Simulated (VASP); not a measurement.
Input of a VASP 6.6.1 run:

The input INCAR:

```
PREC = Accurate ; ENCUT = 520
EDIFF = 1E-6 ; ISMEAR = 0
SIGMA = 0.15 ; LREAL = F
LASPH = T ; NELM = 80
ALGO = Fast ; ISIF = 2
LWAVE = F ; LCHARG = F
GGA = CA ; NBANDS = 11
```

KPOINTS

```
Automatic mesh
0
Gamma
  22 22 22
```

Contents of POSCAR:

```
Pt
1.0
    0.0000000000      2.3624506468      1.4410948945
    2.3624506468      0.0000000000      1.4410948945
    2.3624506468      2.3624506468      0.0000000000
Pt
1
Direct
    0.0000000000      0.0000000000      0.0000000000
```

Potentials or basis: VASP PAW LDA potentials, release 64 (Pt).

The run is started by

```console
$ cat potpaw_LDA.64/Pt/POTCAR > POTCAR
$ mpirun -np 1 vasp_std > vasp.out
```

**Question.** Estimate the band gap on the k mesh.

**Answer.** Zero (band 5 reaches 10.61 eV, above the bottom of band 6 at 8.66 eV).

**Question.** What does it give for the pressure?

**Answer.** -18.5 GPa.

Stress tensor (GPa, compression positive):
```
-14.82   0.00   0.00
  0.00 -14.82   0.00
  0.00   0.00 -25.94
```

Caveat: spin-orbit coupling is left out, which moves the levels of the heavy elements.
